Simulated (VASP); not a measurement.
# ReSbC (P-6m2) in VASP: a series of runs

ReSbC is run at these levels: PBE; tasks: single point, relaxation of cell and atoms.

Everything below comes from runs of VASP 6.6.1. Logs are shortened: lines on timing, memory, paths and dates and some standing lists are left out, and cuts for length are marked.

### 1 The cell of the first run

Symmetry: P-6m2, No. 187, hexagonal system. The conventional cell has a = 4.144 Å, b = 4.144 Å, c = 3.005 Å, α = 90.00°, β = 90.00°, γ = 120.00°. Within 3.7 Å of Re (site symmetry -6m2) lie 6 Sb at 2.83 Å and 6 C at 2.83 Å and 2 Re at 3.00 Å. Sb (site symmetry -6m2) has 3 C at 2.39 Å and 6 Re at 2.83 Å and 2 Sb at 3.00 Å within 3.2 Å. Within 3.2 Å of C (site symmetry -6m2) lie 3 Sb at 2.39 Å and 6 Re at 2.83 Å and 2 C at 3.00 Å.

### 2 Single point, PBE

Contents of INCAR:

```
SYSTEM = ReSbC
ALGO = Normal
EDIFF = 1E-6
ENCUT = 520
GGA = PE
ISIF = 2
ISMEAR = 0
LASPH = .TRUE.
LCHARG = .FALSE.
LREAL = .FALSE.
LWAVE = .FALSE.
NBANDS = 15
NELM = 100
PREC = Accurate
SIGMA = 0.1
```

Contents of KPOINTS:

```
k-points
0
G
  15 15 12
  0 0 0
```

Contents of POSCAR:

```
ReSbC
1.0
    4.1442910488     -0.0000000032      0.0000000000
   -2.0721455216      3.5890613305      0.0000000000
    0.0000000000      0.0000000000      3.0049158002
Re Sb C
1 1 1
Direct
    0.0000000000      0.0000000000      0.0000000000
    0.6666666667      0.3333333333      0.5000000000
    0.3333333333      0.6666666667      0.5000000000
```

Potentials or basis: VASP PAW PBE potentials, release 64 (Re, Sb, C).

Command:

```
$ cat potpaw_PBE.64/Re/POTCAR potpaw_PBE.64/Sb/POTCAR potpaw_PBE.64/C/POTCAR > POTCAR
$ mpirun -np 1 vasp_std > vasp.out
```

OUTCAR:

```text
SYSTEM = ReSbC
   EDIFF = 1E-6
   ENCUT = 520
   GGA = PE
   ISIF = 2
   ISMEAR = 0
   LASPH = .TRUE.
   LREAL = .FALSE.
   NELM = 100
   PREC = Accurate

 ion  position               nearest neighbor table
   1  0.000  0.000  0.000-   2 2.83   2 2.83   2 2.83   2 2.83   2 2.83   2 2.83
   2  0.667  0.333  0.500-   3 2.39   3 2.39   3 2.39   1 2.83   1 2.83   1 2.83   1 2.83   1 2.83
                             1 2.83
   3  0.333  0.667  0.500-   2 2.39   2 2.39   2 2.39

  LATTYP: Found a hexagonal cell.
 ALAT       =     4.1442910488
 C/A-ratio  =     0.7250735445

  Lattice vectors:

 A1 = (   4.1442910488,  -0.0000000032,   0.0000000000)
 A2 = (  -2.0721455216,   3.5890613305,   0.0000000000)
 A3 = (   0.0000000000,   0.0000000000,   3.0049158002)

Analysis of symmetry for initial positions (statically):
=====================================================================
 Subroutine PRICEL returns:
 Original cell was already a primitive cell.

 Routine SETGRP: Setting up the symmetry group for a
 hexagonal supercell.

 Subroutine GETGRP returns: Found 12 space group operations
 (whereof 12 operations were pure point group operations)
 out of a pool of 24 trial point group operations.

The static configuration has the point symmetry D_3h.

Analysis of symmetry for dynamics (positions and initial velocities):
=====================================================================
 Subroutine PRICEL returns:
 Original cell was already a primitive cell.

 Routine SETGRP: Setting up the symmetry group for a
 hexagonal supercell.

 Subroutine GETGRP returns: Found 12 space group operations
 (whereof 12 operations were pure point group operations)
 out of a pool of 24 trial point group operations.

The dynamic configuration has the point symmetry D_3h.

 Subroutine INISYM returns: Found 12 space group operations
 (whereof 12 operations are pure point group operations),
 and found     1 'primitive' translations

----------------------------------------------------------------------------------------

                                     Primitive cell

  volume of cell :      44.6955

  direct lattice vectors                    reciprocal lattice vectors
     4.144291049 -0.000000003  0.000000000     0.241295794  0.139312192  0.000000000
    -2.072145522  3.589061330  0.000000000     0.000000000  0.278624383  0.000000000
     0.000000000  0.000000000  3.004915800     0.000000000  0.000000000  0.332788027

  length of vectors
     4.144291049  4.144291049  3.004915800     0.278624383  0.278624383  0.332788027

[... 95 lines left out ...]
   EMIN   =  10.00;   EMAX   =-10.00  energy-range for DOS
   EFERMI =   0.00;   METHOD = LEGACY
   ISMEAR =     0;   SIGMA  =   0.10  broadening in eV -4-tet -1-fermi 0-gaus
   EFERMI_NEDOS =   21; number of points for ismear=-14 and -15
   IALGO  =     38    algorithm
   IMIX   =      4    mixing-type and parameters
     AMIX     =   0.40;   BMIX     =  1.00
     AMIX_MAG =   1.60;   BMIX_MAG =  1.00
  volume/ion in A,a.u.               =      14.90       100.54
  Fermi-wavevector in a.u.,A,eV,Ry     =   1.162413  2.196641 18.384237  1.351203
  Thomas-Fermi vector in A             =   2.298974
   LORBIT       =      0    0 simple, 1 ext, 2 COOP (PROOUT), +10 PAW based schemes
   GGA     = PE    functional components
   LHFCALC =     F    Hartree Fock is set to
   AEXX    =    0.0000 exact exchange contribution
   IVDW    =     0    specifies the selected vdW correction
   LEPSILON=     F    determine dielectric tensor
   LRPA    =     F    only Hartree local field effects (RPA)
 non-spin polarized calculation
 Gauss-broadening in eV      SIGMA  =   0.10
  energy-cutoff  :      520.00
  volume of cell :       44.70
 maximum number of plane-waves:      1243
 NGX is ok and might be reduce to    32
   NGX = 15   NGY = 15   NGZ = 11

 number of electron      16.0000001 magnetization

 Free energy of the ion-electron system (eV)
  ---------------------------------------------------
  ext. energy  EPLUGINS =         0.00000000
  ---------------------------------------------------
  free energy    TOTEN  =       -19.20393412 eV

  energy without entropy =      -19.19343541  energy(sigma->0) =      -19.19868476

 E-fermi :   9.3504     XC(G=0): -12.1755

 val. band max:        9.3481086441   @ k =   0.1333   0.0667   0.0000
 cond. band min:       9.3561363531   @ k =   0.2000   0.0000   0.0000
 fundamental gap:      0.0080277090
 Fermi energy:         9.3504434260

 k-point     1 :       0.0000    0.0000    0.0000
  band No.  band energies     occupation
      1      -5.4777      2.00000
      2       3.0467      2.00000
      3       3.6830      2.00000
      4       3.6830      2.00000
      5       5.5521      2.00000
      6       8.8312      2.00000
      7       8.8312      2.00000
      8       9.2623      1.78730
      9       9.3783      0.69339
     10       9.3783      0.69339
     11      11.9964      0.00000
     12      11.9964      0.00000
     13      13.1101      0.00000
     14      15.5276      0.00000
[... 401 lines left out ...]
      2      -2.0559      2.00000
      3       1.5856      2.00000
      4       6.0257      2.00000
      5       7.2801      2.00000
      6       7.5478      2.00000
      7       7.9931      2.00000
      8       8.8188      2.00000
      9      10.6329      0.00000
     10      11.5636      0.00000
     11      11.8506      0.00000
     12      13.4591      0.00000
     13      16.0507      0.00000
     14      16.8647      0.00000
     15      18.0770      0.00000

 [... further k-points ...]

------------------------ aborting loop because EDIFF is reached ----------------------------------------

  FORCE on cell =-STRESS in cart. coord.  units (eV):
  Direction    XX          YY          ZZ          XY          YZ          ZX
  --------------------------------------------------------------------------------------
  -------------------------------------------------------------------------------------
  Total        0.0102732      0.0102732      0.0537618      0.0000000      0.0000000      0.0000000
  in kB        0.3682600      0.3682600      1.9271752      0.0000000      0.0000000      0.0000000
  external PRESSURE =       0.8878984 kB  Pullay stress =       0.0000000 kB

 VOLUME and BASIS-vectors are now :
 -----------------------------------------------------------------------------
  energy-cutoff  :      520.00
  volume of cell :       44.70
      direct lattice vectors                 reciprocal lattice vectors
     4.144291049 -0.000000003  0.000000000     0.241295794  0.139312192  0.000000000
    -2.072145522  3.589061330  0.000000000     0.000000000  0.278624383  0.000000000
     0.000000000  0.000000000  3.004915800     0.000000000  0.000000000  0.332788027

 POSITION                                       TOTAL-FORCE (eV/Angst)
 -----------------------------------------------------------------------------------
      0.00000      0.00000      0.00000        -0.000000     -0.000000      0.000000
      2.07215      1.19635      1.50246        -0.000000      0.000000      0.000000
      0.00000      2.39271      1.50246         0.000000      0.000000      0.000000
 -----------------------------------------------------------------------------------
    total drift:                                0.000000     -0.000000     -0.000000

  FREE ENERGIE OF THE ION-ELECTRON SYSTEM (eV)
  ---------------------------------------------------
  free  energy   TOTEN  =       -19.2039341214 eV

  energy  without entropy=      -19.1934354070  energy(sigma->0) =      -19.19868476
```

OSZICAR:

```text
N       E                     dE             d eps       ncg     rms          rms(c)
DAV:   1     0.516342175759E+02    0.51634E+02   -0.68895E+03  8533   0.108E+03
DAV:   2    -0.177233363241E+02   -0.69358E+02   -0.61931E+02  9634   0.231E+02
DAV:   3    -0.208235704269E+02   -0.31002E+01   -0.29844E+01  8345   0.480E+01
DAV:   4    -0.208609851130E+02   -0.37415E-01   -0.36903E-01  7817   0.451E+00
DAV:   5    -0.208619364933E+02   -0.95138E-03   -0.95034E-03  8476   0.700E-01    0.211E+01
DAV:   6    -0.211567767314E+02   -0.29484E+00   -0.65970E+00 10560   0.732E+01    0.841E+00
DAV:   7    -0.192526721483E+02    0.19041E+01   -0.27932E+00 10154   0.507E+01    0.746E+00
DAV:   8    -0.192167120018E+02    0.35960E-01   -0.34523E-01  8808   0.700E+00    0.101E+00
DAV:   9    -0.192038479044E+02    0.12864E-01   -0.12714E-02 10200   0.288E+00    0.189E-01
DAV:  10    -0.192039305727E+02   -0.82668E-04   -0.37184E-03  8225   0.408E-01    0.873E-02
DAV:  11    -0.192039375860E+02   -0.70133E-05   -0.14413E-04  8703   0.185E-01    0.321E-02
DAV:  12    -0.192039362357E+02    0.13503E-05   -0.12846E-05  9070   0.377E-02    0.106E-02
DAV:  13    -0.192039346315E+02    0.16042E-05   -0.31316E-06  6658   0.141E-02    0.518E-03
DAV:  14    -0.192039341214E+02    0.51015E-06   -0.34468E-07  4480   0.113E-02
   1 F= -.19203934E+02 E0= -.19198685E+02  d E =-.104987E-01
```

stdout:

```text
POSCAR found type information on POSCAR ReSbC
 POSCAR found :  3 types and       3 ions
 scaLAPACK will be used
 LDA part: xc-table for (Slater+PW92), standard interpolation
 POSCAR, INCAR and KPOINTS ok, starting setup
 FFT: planning ... GRIDC
 FFT: planning ... GRID_SOFT
 FFT: planning ... GRID
 WAVECAR not read
 entering main loop
```

Wall time 51 s (1 thread of Intel Xeon 6975P-C (Granite Rapids), shared host); peak memory 0.29 GiB.

What came out:

```
Free energy            : -19.2039 eV
Pressure               : 0.1 GPa
Band gap on the k mesh : zero (bands 8 and 9 overlap by 2.15 eV)
```

Levels at points of the mesh, in eV from the Fermi level:
| k point | band 5 | band 6 | band 7 | band 8 | band 9 | band 10 | band 11 | band 12 |
| --- | --- | --- | --- | --- | --- | --- | --- | --- |
| (0.00, 0.00, 0.00) | -3.80 | -0.52 | -0.52 | -0.09 | 0.03 | 0.03 | 2.65 | 2.65 |
| (0.00, 0.00, 0.50) | -3.80 | -2.86 | -2.86 | -1.69 | -1.69 | -0.43 | 2.66 | 6.10 |

Caveat: spin-orbit coupling is left out, which moves the levels of the heavy elements.

(Part 1 of 2 ends here.)
